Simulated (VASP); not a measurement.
A run of VASP 6.6.1:

File INCAR:

```
ALGO = Fast
EDIFF = 1E-7
ENCUT = 520
GGA = PS
ISIF = 2
ISMEAR = 0
LASPH = T
LCHARG = F
LREAL = F
LWAVE = F
NBANDS = 44
NELM = 100
PREC = Accurate
SIGMA = 0.15
```

The input KPOINTS:

```
k-points
0
Gamma
  10 10 5
```

File POSCAR:

```
As2Se
1.0
    0.0000000000      0.0000000000     -5.2312795328
   -3.4699915846     -3.4699915846     -2.6156397664
   -7.2935365599      7.2935365599      0.0000000000
As Se
8 4
Direct
    0.7500000000      0.2500000000      0.7731141510
    0.2500000000      0.2500000000      0.2973515965
    0.5000000000      0.7500000000      0.5352328737
    0.0000000000      0.7500000000      0.0594703193
    0.5000000000      0.2500000000      0.5352328737
    0.0000000000      0.2500000000      0.0594703193
    0.2500000000      0.7500000000      0.7731141510
    0.7500000000      0.7500000000      0.2973515965
    1.0000000000      0.0000000000      0.4162922351
    0.5000000000      0.0000000000      0.8920547896
    0.5000000000      0.5000000000      0.1784109579
    0.0000000000      0.5000000000      0.6541735124
```

Potentials or basis: VASP PAW PBE potentials, release 64 (As, Se).

Command:

```console
$ cat potpaw_PBE.64/As/POTCAR potpaw_PBE.64/Se/POTCAR > POTCAR
$ mpirun -np 1 vasp_std > vasp.out
```

Hardware: 1 thread of Oxide Virtual Turin-like Processor, with other jobs on the host.

**Question.** How long does it take, and how much memory?

**Answer.** Wall time 50 min on 1 thread of Oxide Virtual Turin-like Processor, with other jobs on the host, peak memory 1.3 GiB. Counts: scf iterations 15, k points 156.
